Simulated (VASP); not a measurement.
# KBr (I-4m2) in VASP: notebook

The runs below take KBr through single point, with PBE, r2SCAN, HSE06.

Everything below comes from runs of VASP 6.6.1. Logs are shortened: lines on timing, memory, paths and dates and some standing lists are left out, and cuts for length are marked.

### 1 The cell of the first run

It takes space group I-4m2 (No. 119, tetragonal). Conventional cell: a = 5.280 Å, b = 5.280 Å, c = 7.200 Å, α = 90.00°, β = 90.00°, γ = 90.00°. Within 4.2 Å of K (site symmetry -4m2) lie 4 Br at 3.20 Å. Br (site symmetry -4m2) has 4 K at 3.20 Å within 4.2 Å.

### 2 Single point, PBE (epitaxial xy strain +1.2%)

File INCAR:

```
PREC = Accurate ; ENCUT = 520
EDIFF = 1E-6 ; ISMEAR = -1
SIGMA = 0.02 ; LREAL = False
LASPH = True ; NELM = 60
ALGO = Normal ; ISIF = 2
LWAVE = False ; LCHARG = False
GGA = PE ; NBANDS = 15
```

File KPOINTS:

```
regular mesh
0
Gamma
  6 6 6
```

File POSCAR:

```
KBr
1.0
    0.0000000000      3.7332965328      3.5998073333
    3.7332965328      0.0000000000      3.5998073333
    3.7332965328      3.7332965328      0.0000000000
K Br
1 1
Direct
    0.0000000000      0.0000000000      0.0000000000
    0.2500000000      0.2500000000      0.2500000000
```

Potentials or basis: VASP PAW PBE potentials, release 64 (K_sv, Br).

Launch:

```sh
$ cat potpaw_PBE.64/K_sv/POTCAR potpaw_PBE.64/Br/POTCAR > POTCAR
$ mpirun -np 1 vasp_std > vasp.out
```

OUTCAR:

```text
PREC = Accurate
   ENCUT = 520
   EDIFF = 1E-6
   ISMEAR = -1
   LREAL = False
   LASPH = True
   NELM = 60
   ISIF = 2
   GGA = PE

 ion  position               nearest neighbor table
   1  0.000  0.000  0.000-   2 3.20   2 3.20   2 3.20   2 3.20
   2  0.250  0.250  0.250-   1 3.20   1 3.20   1 3.20   1 3.20

  LATTYP: Found a body centered tetragonal cell.
 ALAT       =     5.2796785890
 C/A-ratio  =     1.3636463935

  Lattice vectors:

 A1 = (   0.0000000000,  -3.7332965328,  -3.5998073333)
 A2 = (   0.0000000000,   3.7332965328,  -3.5998073333)
 A3 = (   3.7332965328,   0.0000000000,   3.5998073333)

Analysis of symmetry for initial positions (statically):
=====================================================================
 Subroutine PRICEL returns:
 Original cell was already a primitive cell.

 Routine SETGRP: Setting up the symmetry group for a
 body centered tetragonal supercell.

 Subroutine GETGRP returns: Found  8 space group operations
 (whereof  8 operations were pure point group operations)
 out of a pool of 16 trial point group operations.

The static configuration has the point symmetry D_2d.

Analysis of symmetry for dynamics (positions and initial velocities):
=====================================================================
 Subroutine PRICEL returns:
 Original cell was already a primitive cell.

 Routine SETGRP: Setting up the symmetry group for a
 body centered tetragonal supercell.

 Subroutine GETGRP returns: Found  8 space group operations
 (whereof  8 operations were pure point group operations)
 out of a pool of 16 trial point group operations.

The dynamic configuration has the point symmetry D_2d.

 Subroutine INISYM returns: Found  8 space group operations
 (whereof  8 operations are pure point group operations),
 and found     1 'primitive' translations

----------------------------------------------------------------------------------------

                                     Primitive cell

  volume of cell :     100.3447

  direct lattice vectors                    reciprocal lattice vectors
     0.000000000  3.733296533  3.599807333    -0.133929892  0.133929892  0.138896322
     3.733296533  0.000000000  3.599807333     0.133929892 -0.133929892  0.138896322
[... 91 lines left out ...]
   ISIF   =      2    stress and relaxation
   ISYM   =      2    0-nonsym 1-usesym 2-fastsym
   POTIM  = 0.5000    time-step for ionic-motion
   TEBEG  =    0.0;   TEEND  =   0.0 temperature during run
   PSTRESS=    0.0 pullay stress
   NELECT =      16.0000    total number of electrons
   NUPDOWN=      -1.0000    fix difference up-down
   EMIN   =  10.00;   EMAX   =-10.00  energy-range for DOS
   EFERMI =   0.00;   METHOD = LEGACY
   ISMEAR =    -1;   SIGMA  =   0.02  broadening in eV -4-tet -1-fermi 0-gaus
   EFERMI_NEDOS =   21; number of points for ismear=-14 and -15
   IALGO  =     38    algorithm
   IMIX   =      4    mixing-type and parameters
     AMIX     =   0.40;   BMIX     =  1.00
     AMIX_MAG =   1.60;   BMIX_MAG =  1.00
  volume/ion in A,a.u.               =      50.17       338.58
  Fermi-wavevector in a.u.,A,eV,Ry     =   0.887735  1.677576 10.722394  0.788074
  Thomas-Fermi vector in A             =   2.009072
   LORBIT       =      0    0 simple, 1 ext, 2 COOP (PROOUT), +10 PAW based schemes
   GGA     = PE    functional components
   LHFCALC =     F    Hartree Fock is set to
   AEXX    =    0.0000 exact exchange contribution
   IVDW    =     0    specifies the selected vdW correction
   LEPSILON=     F    determine dielectric tensor
   LRPA    =     F    only Hartree local field effects (RPA)
 non-spin polarized calculation
  energy-cutoff  :      520.00
  volume of cell :      100.34
 maximum number of plane-waves:      2720
 NGX is ok and might be reduce to    40
   NGX = 19   NGY = 19   NGZ = 19

 number of electron      15.9999998 magnetization

 Free energy of the ion-electron system (eV)
  ---------------------------------------------------
  ext. energy  EPLUGINS =         0.00000000
  ---------------------------------------------------
  free energy    TOTEN  =        -6.03478729 eV

  energy without entropy =       -6.03478729  energy(sigma->0) =       -6.03478729

 E-fermi :  -2.6289     XC(G=0):  -5.9451

 val. band max:       -3.1156750745   @ k =   0.5000   0.0000   0.0000
 cond. band min:       1.1484780949   @ k =   0.0000   0.0000   0.0000
 fundamental gap:      4.2641531694
 Fermi energy:        -2.6289488860

 k-point     1 :       0.0000    0.0000    0.0000
  band No.  band energies     occupation
      1     -30.9202      2.00000
      2     -15.0051      2.00000
      3     -14.4205      2.00000
      4     -14.4161      2.00000
      5     -14.4161      2.00000
      6      -3.1505      2.00000
      7      -3.1505      2.00000
      8      -3.1344      2.00000
      9       1.1485      0.00000
     10       5.3663      0.00000
     11       5.5984      0.00000
     12       6.4309      0.00000
     13       6.4309      0.00000
     14       6.5568      0.00000
[... 401 lines left out ...]
      2     -15.2374      2.00000
      3     -14.4370      2.00000
      4     -14.4292      2.00000
      5     -14.1379      2.00000
      6      -3.5125      2.00000
      7      -3.1969      2.00000
      8      -3.1346      2.00000
      9       3.0674      0.00000
     10       4.0207      0.00000
     11       5.2239      0.00000
     12       5.9092      0.00000
     13       6.5784      0.00000
     14       6.7632      0.00000
     15       6.8744      0.00000

 [... further k-points ...]

------------------------ aborting loop because EDIFF is reached ----------------------------------------

  FORCE on cell =-STRESS in cart. coord.  units (eV):
  Direction    XX          YY          ZZ          XY          YZ          ZX
  --------------------------------------------------------------------------------------
  -------------------------------------------------------------------------------------
  Total        0.1675469      0.1675469      0.1696256      0.0000000      0.0000000      0.0000000
  in kB        2.6751777      2.6751777      2.7083693      0.0000000      0.0000000      0.0000000
  external PRESSURE =       2.6862415 kB  Pullay stress =       0.0000000 kB

 VOLUME and BASIS-vectors are now :
 -----------------------------------------------------------------------------
  energy-cutoff  :      520.00
  volume of cell :      100.34
      direct lattice vectors                 reciprocal lattice vectors
     0.000000000  3.733296533  3.599807333    -0.133929892  0.133929892  0.138896322
     3.733296533  0.000000000  3.599807333     0.133929892 -0.133929892  0.138896322
     3.733296533  3.733296533  0.000000000     0.133929892  0.133929892 -0.138896322

 POSITION                                       TOTAL-FORCE (eV/Angst)
 -----------------------------------------------------------------------------------
      0.00000      0.00000      0.00000         0.000000      0.000000      0.000000
      1.86665      1.86665      1.79990        -0.000000     -0.000000     -0.000000
 -----------------------------------------------------------------------------------
    total drift:                               -0.000000     -0.000000      0.000000

  FREE ENERGIE OF THE ION-ELECTRON SYSTEM (eV)
  ---------------------------------------------------
  free  energy   TOTEN  =        -6.0347872857 eV

  energy  without entropy=       -6.0347872857  energy(sigma->0) =       -6.03478729
```

OSZICAR:

```text
N       E                     dE             d eps       ncg     rms          rms(c)
DAV:   1     0.102048739032E+03    0.10205E+03   -0.64894E+03   900   0.897E+02
DAV:   2     0.170763253949E+01   -0.10034E+03   -0.92282E+02  1117   0.213E+02
DAV:   3    -0.598637428888E+01   -0.76940E+01   -0.76575E+01  1257   0.541E+01
DAV:   4    -0.635525222487E+01   -0.36888E+00   -0.36879E+00  1543   0.983E+00
DAV:   5    -0.635685196556E+01   -0.15997E-02   -0.15997E-02  1271   0.737E-01    0.317E+00
DAV:   6    -0.604538580908E+01    0.31147E+00   -0.40988E-01  1152   0.266E+00    0.223E+00
DAV:   7    -0.600980839357E+01    0.35577E-01   -0.20695E-01  1264   0.212E+00    0.110E+00
DAV:   8    -0.603068601275E+01   -0.20878E-01   -0.25231E-02  1196   0.102E+00    0.196E-01
DAV:   9    -0.603263918332E+01   -0.19532E-02   -0.12747E-03  1159   0.197E-01    0.132E-01
DAV:  10    -0.603473649779E+01   -0.20973E-02   -0.17174E-03   914   0.224E-01    0.320E-02
DAV:  11    -0.603477310140E+01   -0.36604E-04   -0.97910E-05  1082   0.652E-02    0.106E-02
DAV:  12    -0.603478690379E+01   -0.13802E-04   -0.18396E-05   907   0.318E-02    0.619E-03
DAV:  13    -0.603478728572E+01   -0.38193E-06   -0.15387E-06  1256   0.695E-03
   1 F= -.60347873E+01 E0= -.60347873E+01  d E =-.123246E-10
```

It took 71 s on 1 thread of Oxide Virtual Turin-like, shared host; peak memory 0.22 GiB.

What came out:

* Free energy: -6.0348 eV
* Pressure: 0.3 GPa
* Band gap on the k mesh: 4.26 eV (least direct gap 4.28 eV)

Caveat: the cell differs from its parent crystal (epitaxial xy strain +1.2%); the structure was generated, so it needn't be the stable form of KBr.

### 3 Single point, r2SCAN (epitaxial xy strain +1.2%)

POSCAR is that of step 2.

File INCAR.step1:

```
PREC = Accurate ; ENCUT = 520
ISMEAR = 0 ; SIGMA = 0.01
LREAL = F ; LASPH = T
NELM = 80 ; NBANDS = 15
GGA = PE ; ALGO = Normal
EDIFF = 1E-4 ; LWAVE = T
LCHARG = F
```

File INCAR.step2:

```
PREC = Accurate ; ENCUT = 520
EDIFF = 1E-6 ; ISMEAR = 0
SIGMA = 0.01 ; LREAL = F
LASPH = T ; NELM = 80
ALGO = Normal ; ISIF = 2
LWAVE = F ; LCHARG = F
METAGGA = R2SCAN ; LMIXTAU = T
NBANDS = 15 ; ISTART = 1
```

File KPOINTS:

```
Automatic mesh
0
Gamma
  6 6 6
```

Potentials or basis: VASP PAW PBE potentials, release 64 (K_sv, Br).

Launch:

```sh
$ cat potpaw_PBE.64/K_sv/POTCAR potpaw_PBE.64/Br/POTCAR > POTCAR
$ cp INCAR.step1 INCAR
$ mpirun -np 1 vasp_std > vasp.out
$ cp INCAR.step2 INCAR
$ mpirun -np 1 vasp_std > vasp.out
```

Run time: 5.8 min. Hardware: 1 thread of Oxide Virtual Turin-like, shared host; peak memory 0.23 GiB.

Results (log left out):

```
Free energy            : -22.9673 eV
Pressure               : 0.0 GPa
Band gap on the k mesh : 4.83 eV (least direct gap 4.84 eV)
```

Levels at points of the mesh, in eV from the valence-band top:
```
           k point  band 5  band 6  band 7  band 8  band 9  band 10  band 11  band 12
(0.00, 0.00, 0.00)  -11.65   -0.03   -0.03   -0.02    4.83     9.21     9.46    10.28
(0.50, 0.00, 0.00)  -11.44   -0.39   -0.03    0.00    7.16     7.47     8.79     8.96
(0.50, 0.50, 0.00)  -11.39   -0.42   -0.05   -0.05    6.55     7.76    10.01    10.21
(0.50, 0.00, 0.50)  -11.37   -0.44   -0.02   -0.02    6.49     7.75     9.79    10.17
```

Caveat: the cell differs from its parent crystal (epitaxial xy strain +1.2%); the structure was generated, so it needn't be the stable form of KBr; the PAW data sets were made with another functional, which shifts forces and pressure a little. A k mesh can miss the band edges.

### 4 Single point, HSE06 (biaxial xy strain -4.9%)

File POSCAR:

```
KBr
1.0
    0.0000000000      3.5083102766      3.6882992816
    3.5083102766      0.0000000000      3.6882992816
    3.5083102766      3.5083102766      0.0000000000
K Br
1 1
Direct
    0.0000000000      0.0000000000      0.0000000000
    0.2500000000      0.2500000000      0.2500000000
```

File INCAR.step1:

```
SYSTEM = KBr
PREC = Accurate
ENCUT = 520
EDIFF = 1E-5
ISMEAR = 0
SIGMA = 0.01
LREAL = .False.
LASPH = .True.
NELM = 80
ALGO = Normal
ISIF = 2
LWAVE = .True.
LCHARG = .False.
NBANDS = 15
GGA = PE
```

File INCAR.step2:

```
SYSTEM = KBr
PREC = Accurate
ENCUT = 520
EDIFF = 1E-6
ISMEAR = 0
SIGMA = 0.01
LREAL = .False.
LASPH = .True.
NELM = 80
ALGO = Normal
ISIF = 2
LWAVE = .False.
LCHARG = .False.
GGA = PE
LHFCALC = .True.
HFSCREEN = 0.2079
PRECFOCK = Normal
NBANDS = 15
ISTART = 1
```

File KPOINTS:

```
regular mesh
0
Gamma
  4 4 4
  0 0 0
```

Launch:

```sh
$ cat potpaw_PBE.64/K_sv/POTCAR potpaw_PBE.64/Br/POTCAR > POTCAR
$ cp INCAR.step1 INCAR
$ mpirun -np 1 vasp_std > vasp.out
$ cp INCAR.step2 INCAR
$ mpirun -np 1 vasp_std > vasp.out
```

It took 21 min on 1 thread of Oxide Virtual Turin-like, shared host; peak memory 0.32 GiB.

The run converged. Its results:

```yaml
Free_energy: -6.9271 eV
Pressure: 1.4 GPa
Band_gap_on_the_k_mesh: 5.55 eV (least direct gap 5.59 eV)
```

Levels at points of the mesh, in eV from the valence-band top:
| k point | band 4 | band 5 | band 6 | band 7 | band 8 | band 9 | band 10 | band 11 | band 12 | band 13 |
| --- | --- | --- | --- | --- | --- | --- | --- | --- | --- | --- |
| (0.00, 0.00, 0.00) | -11.89 | -11.89 | -0.07 | -0.05 | -0.05 | 5.55 | 10.02 | 10.43 | 11.11 | 11.34 |
| (0.50, 0.00, 0.00) | -11.90 | -11.63 | -0.50 | -0.06 | 0.00 | 7.95 | 8.45 | 9.60 | 9.82 | 11.32 |
| (0.50, 0.50, 0.00) | -11.91 | -11.52 | -0.58 | 0.00 | 0.00 | 7.21 | 8.50 | 10.73 | 11.25 | 11.25 |
| (0.50, 0.00, 0.50) | -11.91 | -11.56 | -0.55 | -0.06 | -0.06 | 7.29 | 8.50 | 11.07 | 11.11 | 11.33 |

Caveat: the cell differs from its parent crystal (biaxial xy strain -4.9%); the structure was generated, so it needn't be the stable form of KBr; the PAW data sets were made with another functional, which shifts forces and pressure a little. A k mesh can miss the band edges.

### 5 The runs side by side

```csv
level,cell,k mesh,smearing,grid for exact exchange (PRECFOCK),share of exact exchange,screening parameter,gap on the mesh (eV),pressure (GPa)
PBE,"a = 5.186, b = 5.186, c = 5.280 Å, angles 59.4, 59.4, 61.2°, 2 atoms",6 × 6 × 6,fermi-dirac 0.02 eV,-,-,-,4.26,0.3
r2SCAN,"a = 5.186, b = 5.186, c = 5.280 Å, angles 59.4, 59.4, 61.2°, 2 atoms",6 × 6 × 6,gaussian 0.01 eV,-,-,-,4.83,0.0
HSE06,"a = 5.090, b = 5.090, c = 4.961 Å, angles 60.8, 60.8, 58.3°, 2 atoms",4 × 4 × 4,gaussian 0.01 eV,Normal,0.25,0.2079 1/Å,5.55,1.4
```

Alike in all rows: task single point; potentials or basis VASP PAW PBE potentials, release 64 (K_sv, Br); no spin polarisation; cutoff (eV) 520.

Caveats: the structure was generated, so it needn't be the stable form of KBr; the PAW data sets were made with another functional, which shifts forces and pressure a little (at least some runs).

Absolute energies hang on the potentials; compare differences alone.
